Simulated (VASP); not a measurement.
# Si2Ni (I4/mmm) in VASP: notebook, part 3 of 3

VASP 6.6.1. Earlier steps stand in the parts before.

### Step 4. Single point, PBEsol (strain +0.080 along x and y, +0.000 along z)

The input, INCAR:

```
ALGO = Normal ; EDIFF = 1E-6
ENCUT = 520 ; GGA = PS
ISIF = 2 ; ISMEAR = 0
LASPH = True ; LCHARG = True
LELF = True ; LREAL = False
LVHAR = True ; LWAVE = False
NBANDS = 16 ; NELM = 80
PREC = Accurate ; SIGMA = 0.15
```

The input, KPOINTS:

```
k-points
0
Gamma
  16 16 16
```

The input, POSCAR:

```
Si2Ni
1.0
    0.0000000000      2.9113612320      2.6957048444
    2.9113612320      0.0000000000      2.6957048444
    2.9113612320      2.9113612320      0.0000000000
Si Ni
2 1
Direct
    0.2500000000      0.2500000000      0.2500000000
    0.7500000000      0.7500000000      0.7500000000
    0.0000000000      0.0000000000      0.0000000000
```

Potentials or basis: VASP PAW PBE potentials, release 64 (Si, Ni).

On the command line:

```
$ cat potpaw_PBE.64/Si/POTCAR potpaw_PBE.64/Ni/POTCAR > POTCAR
$ mpirun -np 1 vasp_std > vasp.out
```

OUTCAR:

```text
EDIFF = 1E-6
   ENCUT = 520
   GGA = PS
   ISIF = 2
   ISMEAR = 0
   LASPH = True
   LREAL = False
   NELM = 80
   PREC = Accurate

 ion  position               nearest neighbor table
   1  0.250  0.250  0.250-   3 2.46   3 2.46   3 2.46   3 2.46   2 2.70   2 2.70   2 2.91   2 2.91
                             2 2.91   2 2.91
   2  0.750  0.750  0.750-   3 2.46   3 2.46   3 2.46   3 2.46   1 2.70   1 2.70   1 2.91   1 2.91
                             1 2.91   1 2.91
   3  0.000  0.000  0.000-   2 2.46   2 2.46   2 2.46   1 2.46   1 2.46   1 2.46   2 2.46   1 2.46

  LATTYP: Found a body centered tetragonal cell.
 ALAT       =     4.1172865393
 C/A-ratio  =     1.3094570022

  Lattice vectors:

 A1 = (   0.0000000000,  -2.9113612320,  -2.6957048444)
 A2 = (   0.0000000000,   2.9113612320,  -2.6957048444)
 A3 = (   2.9113612320,   0.0000000000,   2.6957048444)

Analysis of symmetry for initial positions (statically):
=====================================================================
 Subroutine PRICEL returns:
 Original cell was already a primitive cell.

 Routine SETGRP: Setting up the symmetry group for a
 body centered tetragonal supercell.

 Subroutine GETGRP returns: Found 16 space group operations
 (whereof 16 operations were pure point group operations)
 out of a pool of 16 trial point group operations.

The static configuration has the point symmetry D_4h.

Analysis of symmetry for dynamics (positions and initial velocities):
=====================================================================
 Subroutine PRICEL returns:
 Original cell was already a primitive cell.

 Routine SETGRP: Setting up the symmetry group for a
 body centered tetragonal supercell.

 Subroutine GETGRP returns: Found 16 space group operations
 (whereof 16 operations were pure point group operations)
 out of a pool of 16 trial point group operations.

The dynamic configuration has the point symmetry D_4h.

 Subroutine INISYM returns: Found 16 space group operations
 (whereof 16 operations are pure point group operations),
 and found     1 'primitive' translations

----------------------------------------------------------------------------------------

                                     Primitive cell

  volume of cell :      45.6977

  direct lattice vectors                    reciprocal lattice vectors
     0.000000000  2.911361232  2.695704844    -0.171740969  0.171740969  0.185480247
     2.911361232  0.000000000  2.695704844     0.171740969 -0.171740969  0.185480247
     2.911361232  2.911361232  0.000000000     0.171740969  0.171740969 -0.185480247

  length of vectors
     3.967725902  3.967725902  4.117286539     0.305602426  0.305602426  0.305602426

  position of ions in fractional coordinates (direct lattice)
     0.250000000  0.250000000  0.250000000
     0.750000000  0.750000000  0.750000000
     0.000000000  0.000000000  0.000000000

  ion indices of the primitive-cell ions
   primitive index   ion index
                 1           1
                 2           2
                 3           3

----------------------------------------------------------------------------------------

 KPOINTS: k-points

Automatic generation of k-mesh.
 Grid dimensions read from file:
 generate k-points for:   16   16   16

 Generating k-lattice:

  Cartesian coordinates                     Fractional coordinates (reciprocal lattice)
    -0.010733811  0.010733811  0.011592515     0.062500000  0.000000000  0.000000000
     0.010733811 -0.010733811  0.011592515     0.000000000  0.062500000  0.000000000
     0.010733811  0.010733811 -0.011592515    -0.000000000 -0.000000000  0.062500000

  Length of vectors
     0.019100152  0.019100152  0.019100152

  Shift w.r.t. Gamma in fractional coordinates (k-lattice)
     0.000000000  0.000000000  0.000000000

 Subroutine IBZKPT returns following result:
 ===========================================

 Found    349 irreducible k-points:

 Following reciprocal coordinates:
            Coordinates               Weight
  0.000000  0.000000  0.000000      1.000000
  0.062500  0.000000  0.000000      8.000000
  0.125000  0.000000  0.000000      8.000000
  0.187500  0.000000  0.000000      8.000000
  0.250000  0.000000  0.000000      8.000000
  0.312500  0.000000  0.000000      8.000000
[... 16 lines left out ...]
 -0.125000  0.062500  0.000000      8.000000
 -0.062500  0.062500  0.000000      4.000000
 [... further k-points ...]
   k-points           NKPTS =    349   k-points in BZ     NKDIM =    349   number of bands    NBANDS=     16
   number of dos      NEDOS =    301   number of ions     NIONS =      3
   total plane-waves  NPLWV =  28800
   dimension x,y,z NGX =    30 NGY =   30 NGZ =   32
   dimension x,y,z NGXF=    60 NGYF=   60 NGZF=   64
   ions per type =               2   1
   NGX,Y,Z   is equivalent  to a cutoff of  12.57, 12.57, 12.92 a.u.
   NGXF,Y,Z  is equivalent  to a cutoff of  25.14, 25.14, 25.84 a.u.
 SYSTEM =  unknown system
   PREC   = accura    normal or accurate (medium, high low for compatibility)
   ISTART =      0    job   : 0-new  1-cont  2-samecut
   ICHARG =      2    charge: 1-file 2-atom 10-const
   ISPIN  =      1    spin polarized calculation?
   LNONCOLLINEAR =      F non collinear calculations
   LSORBIT =      F    spin-orbit coupling
   LASPH  =      T    aspherical Exc in radial PAW
   ENCUT  =  520.0 eV  38.22 Ry    6.18 a.u.   7.38  7.38  7.66*2*pi/ulx,y,z
   NELM   =     80;   NELMIN=  2; NELMDL= -5     # of ELM steps
   EDIFF  = 0.1E-05   stopping-criterion for ELM
   LREAL  =      F    real-space projection
   EDIFFG = 0.1E-04   stopping-criterion for IOM
   NSW    =      0    number of steps for IOM
   IBRION =     -1    ionic relax: 0-MD 1-quasi-New 2-CG
   NFREE  =      0    steps in history (QN), initial steepest desc. (CG)
   ISIF   =      2    stress and relaxation
   ISYM   =      2    0-nonsym 1-usesym 2-fastsym
   POTIM  = 0.5000    time-step for ionic-motion
   TEBEG  =    0.0;   TEEND  =   0.0 temperature during run
   PSTRESS=    0.0 pullay stress
   NELECT =      18.0000    total number of electrons
   NUPDOWN=      -1.0000    fix difference up-down
   EMIN   =  10.00;   EMAX   =-10.00  energy-range for DOS
   EFERMI =   0.00;   METHOD = LEGACY
   ISMEAR =     0;   SIGMA  =   0.15  broadening in eV -4-tet -1-fermi 0-gaus
   EFERMI_NEDOS =   21; number of points for ismear=-14 and -15
   IALGO  =     38    algorithm
   IMIX   =      4    mixing-type and parameters
     AMIX     =   0.40;   BMIX     =  1.00
     AMIX_MAG =   1.60;   BMIX_MAG =  1.00
  volume/ion in A,a.u.               =      15.23       102.79
  Fermi-wavevector in a.u.,A,eV,Ry     =   1.200054  2.267773 19.594156  1.440130
  Thomas-Fermi vector in A             =   2.335900
   LORBIT       =      0    0 simple, 1 ext, 2 COOP (PROOUT), +10 PAW based schemes
   GGA     = PS    functional components
   LHFCALC =     F    Hartree Fock is set to
   AEXX    =    0.0000 exact exchange contribution
   IVDW    =     0    specifies the selected vdW correction
   LEPSILON=     F    determine dielectric tensor
   LRPA    =     F    only Hartree local field effects (RPA)
 non-spin polarized calculation
 Gauss-broadening in eV      SIGMA  =   0.15
  energy-cutoff  :      520.00
  volume of cell :       45.70
 maximum number of plane-waves:      1250
 NGX is ok and might be reduce to    30
   NGX = 15   NGY = 15   NGZ = 15

 number of electron      17.9999998 magnetization

 Free energy of the ion-electron system (eV)
  ---------------------------------------------------
  ext. energy  EPLUGINS =         0.00000000
  ---------------------------------------------------
  free energy    TOTEN  =       -18.55897106 eV

  energy without entropy =      -18.54745406  energy(sigma->0) =      -18.55321256

 E-fermi :   8.1935     XC(G=0): -11.0487

 val. band max:        8.1795947828   @ k =   0.2500   0.0000   0.0625
 cond. band min:       8.1936689059   @ k =   0.3750   0.0000   0.2500
 fundamental gap:      0.0140741230
 Fermi energy:         8.1934935667

 k-point     1 :       0.0000    0.0000    0.0000
  band No.  band energies     occupation
      1      -4.2213      2.00000
      2       3.8389      2.00000
      3       4.1218      2.00000
      4       4.1218      2.00000
      5       5.4702      2.00000
      6       5.6424      2.00000
[... 8 lines left out ...]
     15      12.1742      0.00000
     16      14.3049      0.00000
[... 419 lines left out ...]
 k-point    24 :      -0.0625    0.0625    0.0000
  band No.  band energies     occupation
      1      -4.0916      2.00000
      2       3.8071      2.00000
      3       3.8412      2.00000
      4       4.1779      2.00000
      5       5.4189      2.00000
      6       5.6324      2.00000
[... 8 lines left out ...]
     15      12.4944      0.00000
     16      14.4440      0.00000

 [... further k-points ...]
[... 5 lines left out ...]
  --------------------------------------------------------------------------------------
  -------------------------------------------------------------------------------------
  Total       -5.2244090     -5.2244090     -4.1454430      0.0000000      0.0000000      0.0000000
  in kB     -183.1695293   -183.1695293   -145.3406207      0.0000000      0.0000000      0.0000000
  external PRESSURE =    -170.5598931 kB  Pullay stress =       0.0000000 kB

 VOLUME and BASIS-vectors are now :
 -----------------------------------------------------------------------------
  energy-cutoff  :      520.00
  volume of cell :       45.70
      direct lattice vectors                 reciprocal lattice vectors
     0.000000000  2.911361232  2.695704844    -0.171740969  0.171740969  0.185480247
     2.911361232  0.000000000  2.695704844     0.171740969 -0.171740969  0.185480247
     2.911361232  2.911361232  0.000000000     0.171740969  0.171740969 -0.185480247

 POSITION                                       TOTAL-FORCE (eV/Angst)
 -----------------------------------------------------------------------------------
      1.45568      1.45568      1.34785         0.000000      0.000000      0.000000
      4.36704      4.36704      4.04356        -0.000000     -0.000000     -0.000000
      0.00000      0.00000      0.00000         0.000000      0.000000     -0.000000
 -----------------------------------------------------------------------------------
    total drift:                                0.000000     -0.000000     -0.000000

  FREE ENERGIE OF THE ION-ELECTRON SYSTEM (eV)
  ---------------------------------------------------
  free  energy   TOTEN  =       -18.5589710591 eV

  energy  without entropy=      -18.5474540612  energy(sigma->0) =      -18.55321256
```

stdout:

```text
POSCAR found type information on POSCAR SiNi
 POSCAR found :  2 types and       3 ions
 scaLAPACK will be used
 -----------------------------------------------------------------------------
|                                                                             |
|                                                                             |
|     You enforced a specific xc type in the INCAR file but a different       |
|     I HOPE YOU KNOW WHAT YOU ARE DOING!                                     |
|                                                                             |
 -----------------------------------------------------------------------------

 LDA part: xc-table for (Slater+PW92), standard interpolation
 POSCAR, INCAR and KPOINTS ok, starting setup
 FFT: planning ... GRIDC
 FFT: planning ... GRID_SOFT
 FFT: planning ... GRID
 WAVECAR not read
 entering main loop
```

Wall time 1.9 min (1 thread of Intel Xeon 6975P-C (Granite Rapids), shared host); peak memory 0.36 GiB.

Results:

```
Free energy            : -18.5590 eV
Pressure               : -17.1 GPa
Band gap on the k mesh : zero (bands 9 and 10 overlap by 2.68 eV)
```

Caveat: the cell differs from its parent crystal (strain +0.080 along x and y, +0.000 along z); the cell stands under tension; the PAW data sets were made with another functional, which shifts forces and pressure a little.

### Step 5. Single point, PBEsol (strain -0.080 along x and y, +0.000 along z)

The input, INCAR:

```
PREC = Accurate
ENCUT = 520
EDIFF = 1E-7
ISMEAR = 0
SIGMA = 0.15
LREAL = False
LASPH = True
NELM = 60
ALGO = Normal
ISIF = 2
LWAVE = False
LCHARG = False
GGA = PS
NBANDS = 16
```

The input, KPOINTS:

```
regular mesh
0
Gamma
  16 16 16
```

The input, POSCAR:

```
Si2Ni
1.0
    0.0000000000      2.4800484568      2.6957048444
    2.4800484568      0.0000000000      2.6957048444
    2.4800484568      2.4800484568      0.0000000000
Si Ni
2 1
Direct
    0.2500000000      0.2500000000      0.2500000000
    0.7500000000      0.7500000000      0.7500000000
    0.0000000000      0.0000000000      0.0000000000
```

On the command line:

```
$ cat potpaw_PBE.64/Si/POTCAR potpaw_PBE.64/Ni/POTCAR > POTCAR
$ mpirun -np 1 vasp_std > vasp.out
```

Wall time 2.2 min (1 thread of Intel Xeon Platinum 8488C (Sapphire Rapids), shared host); peak memory 0.3 GiB.

It converged, with:

* Free energy: -18.3158 eV
* Pressure: 39.6 GPa
* Band gap on the k mesh: zero (bands 9 and 10 overlap by 2.02 eV)

Stress tensor (GPa, compression positive):
```
42.63  0.00  0.00
 0.00 42.63  0.00
 0.00  0.00 33.47
```

Levels at points of the mesh, in eV from the Fermi level:
```tsv
k point	band 7	band 8	band 9	band 10	band 11	band 12
(0.00, 0.00, 0.00)	1.14	1.21	1.49	1.49	2.11	2.11
(0.50, 0.00, 0.00)	-4.31	-2.46	-1.63	1.39	1.91	2.06
(0.50, 0.50, 0.00)	-4.79	-4.76	-4.09	0.34	1.15	7.47
(0.50, 0.00, 0.50)	-4.53	-4.50	-4.02	-0.49	0.72	7.43
```

Caveat: the cell differs from its parent crystal (strain -0.080 along x and y, +0.000 along z); the cell stands under pressure; the PAW data sets were made with another functional, which shifts forces and pressure a little.

### Step 6. Single point, PBEsol (strain -0.040 along x and y, -0.080 along z)

The input, INCAR:

```
ALGO     = Normal         # electronic algorithm
EDIFF    = 1E-6           # SCF threshold, eV
ENCUT    = 520            # plane-wave cutoff, eV
GGA      = PS             # functional
ISIF     = 2              # what is computed and relaxed
ISMEAR   = 0              # smearing method
LASPH    = T              # aspherical terms in the spheres
LCHARG   = F              # write CHGCAR
LREAL    = F              # projectors in reciprocal space
LWAVE    = F              # write WAVECAR
NBANDS   = 16             # bands
NELM     = 60             # most SCF steps
PREC     = Accurate       # precision mode
SIGMA    = 0.15           # smearing width, eV
```

The input, KPOINTS:

```
k-points
0
Gamma
  16 16 16
```

The input, POSCAR:

```
Si2Ni
1.0
    0.0000000000      2.5878766506      2.4800484568
    2.5878766506      0.0000000000      2.4800484568
    2.5878766506      2.5878766506      0.0000000000
Si Ni
2 1
Direct
    0.2500000000      0.2500000000      0.2500000000
    0.7500000000      0.7500000000      0.7500000000
    0.0000000000      0.0000000000      0.0000000000
```

Potentials or basis: VASP PAW PBE potentials, release 64 (Si, Ni).

On the command line:

```
$ cat potpaw_PBE.64/Si/POTCAR potpaw_PBE.64/Ni/POTCAR > POTCAR
$ mpirun -np 1 vasp_std > vasp.out
```

It took 2.1 min on 1 thread of Intel Xeon Platinum 8488C (Sapphire Rapids), shared host; peak memory 0.3 GiB.

It converged, with:

| Item | Value |
| --- | --- |
| Free energy | -18.3670 eV |
| Pressure | 38.4 GPa |
| Band gap on the k mesh | zero (bands 9 and 10 overlap by 2.15 eV) |

Stress tensor (GPa, compression positive):
```
37.51  0.00  0.00
 0.00 37.51  0.00
 0.00  0.00 40.12
```

Levels at points of the mesh, in eV from the Fermi level:
| k point | band 6 | band 7 | band 8 | band 9 | band 10 | band 11 | band 12 | band 13 |
| --- | --- | --- | --- | --- | --- | --- | --- | --- |
| (0.00, 0.00, 0.00) | -4.70 | 1.07 | 1.39 | 1.57 | 1.57 | 1.99 | 1.99 | 2.00 |
| (0.50, 0.00, 0.00) | -4.52 | -4.50 | -2.27 | -1.93 | 1.61 | 1.69 | 1.87 | 3.63 |
| (0.50, 0.50, 0.00) | -4.79 | -4.79 | -4.49 | -4.24 | -0.58 | 0.59 | 7.52 | 9.49 |
| (0.50, 0.00, 0.50) | -4.91 | -4.74 | -4.68 | -4.20 | -0.18 | 0.86 | 7.38 | 8.90 |

Caveat: the cell differs from its parent crystal (strain -0.040 along x and y, -0.080 along z); the cell stands under pressure; the PAW data sets were made with another functional, which shifts forces and pressure a little. Spin polarisation is off, so any magnetic state and its effect on volume and gap are missing.

### Step 7. Overview

```tsv
cell	gap on the mesh (eV)	pressure (GPa)
a = 3.968, b = 3.968, c = 3.812 Å, angles 61.3, 61.3, 57.4°, 3 atoms	none	-10.1
a = 3.889, b = 3.889, c = 3.965 Å, angles 59.4, 59.4, 61.3°, 3 atoms	none	-10.4
a = 3.968, b = 3.968, c = 4.117 Å, angles 58.7, 58.7, 62.5°, 3 atoms	none	-17.1
a = 3.663, b = 3.663, c = 3.507 Å, angles 61.4, 61.4, 57.2°, 3 atoms	none	39.6
a = 3.584, b = 3.584, c = 3.660 Å, angles 59.3, 59.3, 61.4°, 3 atoms	none	38.4
```

Alike in all rows: task single point; level PBEsol; potentials or basis VASP PAW PBE potentials, release 64 (Si, Ni); no spin polarisation; k mesh 16 × 16 × 16; cutoff (eV) 520; smearing gaussian 0.15 eV.

Caveats: the PAW data sets were made with another functional, which shifts forces and pressure a little; the cell stands under tension (at least some runs); the cell stands under pressure (at least some runs).

Total energies depend on the potentials used, so only differences within one code and one set of settings carry meaning.
